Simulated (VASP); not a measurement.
# MnSi (CsCl type) (Pm-3m) in VASP: relaxation of cell and atoms with LDA

Aim: the relaxation of cell and atoms of MnSi (CsCl type) with LDA.

Program: VASP 6.6.1. These are calculated values, not measurements. Logs are shortened: lines on timing, memory, paths and dates and some standing lists are left out, and cuts for length are marked.

**1. The cell of the first run**

The structure is cubic, space group Pm-3m (No. 221). The conventional cell has a = 2.526 Å, b = 2.526 Å, c = 2.526 Å, α = 90.00°, β = 90.00°, γ = 90.00°. Within 2.9 Å of Mn (site symmetry m-3m) lie 8 Si at 2.19 Å and 6 Mn at 2.53 Å. Si (site symmetry m-3m) has 8 Mn at 2.19 Å and 6 Si at 2.53 Å within 2.9 Å.

**2. Relaxation of cell and atoms, LDA, collinear spin, ferromagnetic start, target pressure 150 GPa, at which the enthalpy is minimised**

INCAR

```
PREC = Accurate
ENCUT = 600
EDIFF = 1E-6
ISMEAR = -1
SIGMA = 0.1
LREAL = False
LASPH = True
NELM = 150
ALGO = Normal
ISIF = 3
LWAVE = False
LCHARG = False
ISPIN = 2
MAGMOM = 3 0
LORBIT = 11
LMAXMIX = 4
IBRION = 2
NSW = 60
EDIFFG = -0.005
PSTRESS = 1500.0
```

KPOINTS

```
Automatic mesh
0
Gamma
  16 16 16
```

POSCAR

```
MnSi
1.0
    2.5255711294      0.0000000000      0.0000000000
    0.0000000000      2.5255711294      0.0000000000
    0.0000000000      0.0000000000      2.5255711294
Mn Si
1 1
Direct
    0.0000000000      0.0000000000      0.0000000000
    0.5000000000      0.5000000000      0.5000000000
```

Potentials or basis: VASP PAW LDA potentials, release 64 (Mn_pv, Si).

Run with:

```
$ cat potpaw_LDA.64/Mn_pv/POTCAR potpaw_LDA.64/Si/POTCAR > POTCAR
$ mpirun -np 1 vasp_std > vasp.out
```

OUTCAR:

```text
PREC = Accurate
   ENCUT = 600
   EDIFF = 1E-6
   ISMEAR = -1
   LREAL = False
   LASPH = True
   NELM = 150
   ISIF = 3
   ISPIN = 2
   LORBIT = 11
   IBRION = 2
   NSW = 60
   EDIFFG = -0.005
   PSTRESS = 1500.0

 ion  position               nearest neighbor table
   1  0.000  0.000  0.000-   2 2.19   2 2.19   2 2.19   2 2.19   2 2.19   2 2.19   2 2.19   2 2.19

   2  0.500  0.500  0.500-   1 2.19   1 2.19   1 2.19   1 2.19   1 2.19   1 2.19   1 2.19   1 2.19

  LATTYP: Found a simple cubic cell.
 ALAT       =     2.5255711294

  Lattice vectors:

 A1 = (   2.5255711294,   0.0000000000,   0.0000000000)
 A2 = (   0.0000000000,   2.5255711294,   0.0000000000)
 A3 = (   0.0000000000,   0.0000000000,   2.5255711294)

Analysis of symmetry for initial positions (statically):
=====================================================================
 Subroutine PRICEL returns:
 Original cell was already a primitive cell.

 Routine SETGRP: Setting up the symmetry group for a
 simple cubic supercell.

 Subroutine GETGRP returns: Found 48 space group operations
 (whereof 48 operations were pure point group operations)
 out of a pool of 48 trial point group operations.

The static configuration has the point symmetry O_h .

Analysis of symmetry for dynamics (positions and initial velocities):
=====================================================================
 Subroutine PRICEL returns:
 Original cell was already a primitive cell.

 Routine SETGRP: Setting up the symmetry group for a
 simple cubic supercell.

 Subroutine GETGRP returns: Found 48 space group operations
 (whereof 48 operations were pure point group operations)
 out of a pool of 48 trial point group operations.

The dynamic configuration has the point symmetry O_h .

Analysis of structural, dynamic, and magnetic symmetry:
=====================================================================
 Subroutine PRICEL returns:
 Original cell was already a primitive cell.

 Routine SETGRP: Setting up the symmetry group for a
 simple cubic supercell.

 Subroutine GETGRP returns: Found 48 space group operations
 (whereof 48 operations were pure point group operations)
 out of a pool of 48 trial point group operations.

The overall configuration has the point symmetry O_h .

 Subroutine INISYM returns: Found 48 space group operations
 (whereof 48 operations are pure point group operations),
 and found     1 'primitive' translations

----------------------------------------------------------------------------------------

                                     Primitive cell

  volume of cell :      16.1094

  direct lattice vectors                    reciprocal lattice vectors
     2.525571129  0.000000000  0.000000000     0.395950044  0.000000000  0.000000000
     0.000000000  2.525571129  0.000000000     0.000000000  0.395950044  0.000000000
     0.000000000  0.000000000  2.525571129     0.000000000  0.000000000  0.395950044

  length of vectors
     2.525571129  2.525571129  2.525571129     0.395950044  0.395950044  0.395950044

  position of ions in fractional coordinates (direct lattice)
     0.000000000  0.000000000  0.000000000
     0.500000000  0.500000000  0.500000000

  ion indices of the primitive-cell ions
   primitive index   ion index
                 1           1
                 2           2

----------------------------------------------------------------------------------------

 KPOINTS: Automatic mesh

Automatic generation of k-mesh.
 Grid dimensions read from file:
 generate k-points for:   16   16   16

 Generating k-lattice:

  Cartesian coordinates                     Fractional coordinates (reciprocal lattice)
     0.024746878  0.000000000  0.000000000     0.062500000  0.000000000  0.000000000
     0.000000000  0.024746878  0.000000000     0.000000000  0.062500000  0.000000000
     0.000000000  0.000000000  0.024746878     0.000000000  0.000000000  0.062500000

  Length of vectors
     0.024746878  0.024746878  0.024746878

  Shift w.r.t. Gamma in fractional coordinates (k-lattice)
     0.000000000  0.000000000  0.000000000

 Subroutine IBZKPT returns following result:
 ===========================================

 Found    165 irreducible k-points:

 Following reciprocal coordinates:
            Coordinates               Weight
  0.000000  0.000000  0.000000      1.000000
  0.062500  0.000000  0.000000      6.000000
  0.125000  0.000000  0.000000      6.000000
  0.187500  0.000000  0.000000      6.000000
  0.250000  0.000000  0.000000      6.000000
  0.312500  0.000000  0.000000      6.000000
[... 16 lines left out ...]
  0.437500  0.125000  0.000000     24.000000
  0.500000  0.125000  0.000000     12.000000
 [... further k-points ...]
   k-points           NKPTS =    165   k-points in BZ     NKDIM =    165   number of bands    NBANDS=     14
   number of dos      NEDOS =    301   number of ions     NIONS =      2
   total plane-waves  NPLWV =   8000
   dimension x,y,z NGX =    20 NGY =   20 NGZ =   20
   dimension x,y,z NGXF=    40 NGYF=   40 NGZF=   40
   ions per type =               1   1
   NGX,Y,Z   is equivalent  to a cutoff of  13.17, 13.17, 13.17 a.u.
   NGXF,Y,Z  is equivalent  to a cutoff of  26.33, 26.33, 26.33 a.u.
 SYSTEM =  unknown system
   PREC   = accura    normal or accurate (medium, high low for compatibility)
   ISTART =      0    job   : 0-new  1-cont  2-samecut
   ICHARG =      2    charge: 1-file 2-atom 10-const
   ISPIN  =      2    spin polarized calculation?
   LNONCOLLINEAR =      F non collinear calculations
   LSORBIT =      F    spin-orbit coupling
   LASPH  =      T    aspherical Exc in radial PAW
   ENCUT  =  600.0 eV  44.10 Ry    6.64 a.u.   5.04  5.04  5.04*2*pi/ulx,y,z
   NELM   =    150;   NELMIN=  2; NELMDL= -5     # of ELM steps
   EDIFF  = 0.1E-05   stopping-criterion for ELM
   LREAL  =      F    real-space projection
   EDIFFG = -.5E-02   stopping-criterion for IOM
   NSW    =     60    number of steps for IOM
   IBRION =      2    ionic relax: 0-MD 1-quasi-New 2-CG
   NFREE  =      1    steps in history (QN), initial steepest desc. (CG)
   ISIF   =      3    stress and relaxation
   ISYM   =      2    0-nonsym 1-usesym 2-fastsym
   POTIM  = 0.5000    time-step for ionic-motion
   TEBEG  =    0.0;   TEEND  =   0.0 temperature during run
   PSTRESS= 1500.0 pullay stress
   NELECT =      17.0000    total number of electrons
   NUPDOWN=      -1.0000    fix difference up-down
   EMIN   =  10.00;   EMAX   =-10.00  energy-range for DOS
   EFERMI =   0.00;   METHOD = LEGACY
   ISMEAR =    -1;   SIGMA  =   0.10  broadening in eV -4-tet -1-fermi 0-gaus
   EFERMI_NEDOS =   21; number of points for ismear=-14 and -15
   IALGO  =     38    algorithm
   IMIX   =      4    mixing-type and parameters
     AMIX     =   0.40;   BMIX     =  1.00
     AMIX_MAG =   1.60;   BMIX_MAG =  1.00
  volume/ion in A,a.u.               =       8.05        54.36
  Fermi-wavevector in a.u.,A,eV,Ry     =   1.666729  3.149660 37.796766  2.777984
  Thomas-Fermi vector in A             =   2.752874
   LORBIT       =     11    0 simple, 1 ext, 2 COOP (PROOUT), +10 PAW based schemes
   GGA     = CA    functional components
   LHFCALC =     F    Hartree Fock is set to
   AEXX    =    0.0000 exact exchange contribution
   IVDW    =     0    specifies the selected vdW correction
   LEPSILON=     F    determine dielectric tensor
   LRPA    =     F    only Hartree local field effects (RPA)
 conjugate gradient relaxation of ions
 spin polarized calculation
  energy-cutoff  :      600.00
  volume of cell :       16.11
 maximum number of plane-waves:       554
   NGX = 11   NGY = 11   NGZ = 11

--------------------------------------- Ionic step        1  -------------------------------------------

 number of electron      17.0000021 magnetization      -0.0210130

 number of electron      17.0000021 magnetization       0.0001409

 Free energy of the ion-electron system (eV)
  ---------------------------------------------------
  ext. energy  EPLUGINS =         0.00000000
  ---------------------------------------------------
  free energy    TOTEN  =       -15.71612945 eV

  energy without entropy =      -15.67207049  energy(sigma->0) =      -15.69409997

------------------------ aborting loop because EDIFF is reached ----------------------------------------

  FORCE on cell =-STRESS in cart. coord.  units (eV):
  Direction    XX          YY          ZZ          XY          YZ          ZX
  --------------------------------------------------------------------------------------
  -------------------------------------------------------------------------------------
  Total       11.6773276     11.6773276     11.6773276     -0.0000000     -0.0000000      0.0000000
  in kB     1161.3823855   1161.3823855   1161.3823855     -0.0000000     -0.0000000      0.0000000
  external PRESSURE =    -338.6176145 kB  Pullay stress =    1500.0000000 kB
[... 225 lines left out ...]
--------------------------------------- Ionic step        7  -------------------------------------------

 number of electron      17.0000002 magnetization       0.0000000

 number of electron      17.0000002 magnetization      -0.0000000

 Free energy of the ion-electron system (eV)
  ---------------------------------------------------
  ext. energy  EPLUGINS =         0.00000000
  ---------------------------------------------------
  free energy    TOTEN  =       -15.14076385 eV

  energy without entropy =      -15.09893537  energy(sigma->0) =      -15.11984961

 E-fermi :  17.5272     XC(G=0): -15.2274

 val. band max:       17.5271612869   @ k =   0.5000   0.3750   0.1875
 cond. band min:      17.5305814538   @ k =   0.5000   0.3750   0.3125
 fundamental gap:      0.0034201670
 Fermi energy:        17.5272051600

 spin component 1

 k-point     1 :       0.0000    0.0000    0.0000
  band No.  band energies     occupation
      1     -29.2782      1.00000
      2     -29.2782      1.00000
      3     -29.2782      1.00000
      4       1.9647      1.00000
      5      12.6996      1.00000
      6      12.6996      1.00000
      7      18.1571      0.00184
      8      18.1571      0.00184
      9      18.1571      0.00184
     10      23.4554      0.00000
     11      23.4554      0.00000
     12      23.4554      0.00000
     13      28.5397      0.00000
     14      28.5397      0.00000
[... 376 lines left out ...]
  band No.  band energies     occupation
      1     -29.7977      1.00000
      2     -29.3042      1.00000
      3     -29.2236      1.00000
      4       7.4095      1.00000
      5       8.3343      1.00000
      6      14.5252      1.00000
      7      15.0063      1.00000
      8      15.6222      1.00000
      9      18.1245      0.00254
     10      20.3643      0.00000
     11      24.7940      0.00000
     12      28.5446      0.00000
     13      30.8177      0.00000
     14      31.0899      0.00000

 [... further k-points ...]

 spin component 2

 k-point     1 :       0.0000    0.0000    0.0000
  band No.  band energies     occupation
      1     -29.2782      1.00000
      2     -29.2782      1.00000
      3     -29.2782      1.00000
      4       1.9647      1.00000
      5      12.6996      1.00000
      6      12.6996      1.00000
      7      18.1571      0.00184
      8      18.1571      0.00184
      9      18.1571      0.00184
     10      23.4554      0.00000
     11      23.4554      0.00000
     12      23.4554      0.00000
     13      28.5397      0.00000
     14      28.5397      0.00000
[... 420 lines left out ...]
  FREE ENERGIE OF THE ION-ELECTRON SYSTEM (eV)
  ---------------------------------------------------
  free  energy   TOTEN  =       -15.1407638493 eV

  energy  without entropy=      -15.0989353688  energy(sigma->0) =      -15.11984961

  enthalpy is  TOTEN    =        -0.7101490317 eV   P V=       14.4306148176

 reached required accuracy - stopping structural energy minimisation

 total charge

# of ion       s       p       d       tot
------------------------------------------
    1        0.490   6.665   6.000  13.155
    2        0.757   1.206   0.000   1.963
--------------------------------------------------
tot          1.247   7.870   6.000  15.118

 magnetization (x)

# of ion       s       p       d       tot
------------------------------------------
    1        0.000  -0.000  -0.000  -0.000
    2        0.000   0.000   0.000   0.000
--------------------------------------------------
tot          0.000   0.000  -0.000  -0.000
```

Run time: 2.1 min. Hardware: 1 thread of Oxide Virtual Turin-like, shared host; peak memory 0.15 GiB.

Results:

```
Free energy                                                : -15.1408 eV
Relaxed volume                                             : 7.71 Å³/atom
Relaxed cell                                               : a = 2.489 Å, b = 2.489 Å, c = 2.489 Å, α = 90.00°, β = 90.00°, γ = 90.00°
Space group after relaxing (to 0.1 Å)                      : Pm-3m (No. 221)
Energy change on relaxing (the run minimises the enthalpy) : +287.7 meV/atom
Ionic steps                                                : 7
Pressure after relaxing                                    : 150.0 GPa
Net moment                                                 : 0.00 μB per cell
Valence electrons inside the program's atomic spheres      : Mn 13.15; Si 1.96
```

The path:
| step | energy change (eV) | largest force (eV/Å) | pressure (GPa) | volume (Å³) |
| --- | --- | --- | --- | --- |
| 1 | 0.0000 | 0.0000 | 116.14 | 16.11 |
| 2 | 5.3383 | 0.0000 | 403.42 | 12.46 |
| 3 | 0.5111 | 0.0000 | 146.23 | 15.48 |
| 4 | 0.5654 | 0.0000 | 149.40 | 15.42 |
| 5 | 0.5780 | 0.0000 | 150.15 | 15.41 |
| 6 | 0.5657 | 0.0000 | 149.46 | 15.42 |
| 7 | 0.5754 | 0.0000 | 150.00 | 15.41 |

Final structure:
```xyz
2
Lattice="2.4887 0.0000 0.0000 0.0000 2.4887 0.0000 0.0000 0.0000 2.4887" Properties=species:S:1:pos:R:3 pbc="T T T"
Mn    0.0000    0.0000    0.0000
Si    1.2443    1.2443    1.2443
```

Levels at points of the mesh, in eV from the Fermi level:
Spin up:
```csv
k point,band 6,band 7,band 8,band 9,band 10,band 11,band 12,band 13
"(0.00, 0.00, 0.00)",-4.83,0.63,0.63,0.63,5.93,5.93,5.93,11.01
"(0.50, 0.00, 0.00)",-3.16,-2.00,-2.00,1.02,2.89,6.91,12.67,12.67
"(0.50, 0.50, 0.00)",-4.70,-4.18,-1.29,-1.29,2.25,6.41,6.78,12.12
"(0.50, 0.50, 0.50)",-7.34,1.77,2.36,2.36,3.40,3.40,3.40,8.63
```
Spin down:
```tsv
k point	band 6	band 7	band 8	band 9	band 10	band 11	band 12	band 13
(0.00, 0.00, 0.00)	-4.83	0.63	0.63	0.63	5.93	5.93	5.93	11.01
(0.50, 0.00, 0.00)	-3.16	-2.00	-2.00	1.02	2.89	6.91	12.67	12.67
(0.50, 0.50, 0.00)	-4.70	-4.18	-1.29	-1.29	2.25	6.41	6.78	12.12
(0.50, 0.50, 0.50)	-7.34	1.77	2.36	2.36	3.40	3.40	3.40	8.63
```

Caveat: the cell is relaxed towards a set pressure, so the run minimises the enthalpy, not the energy; the moments typed at the start vanished in this run.
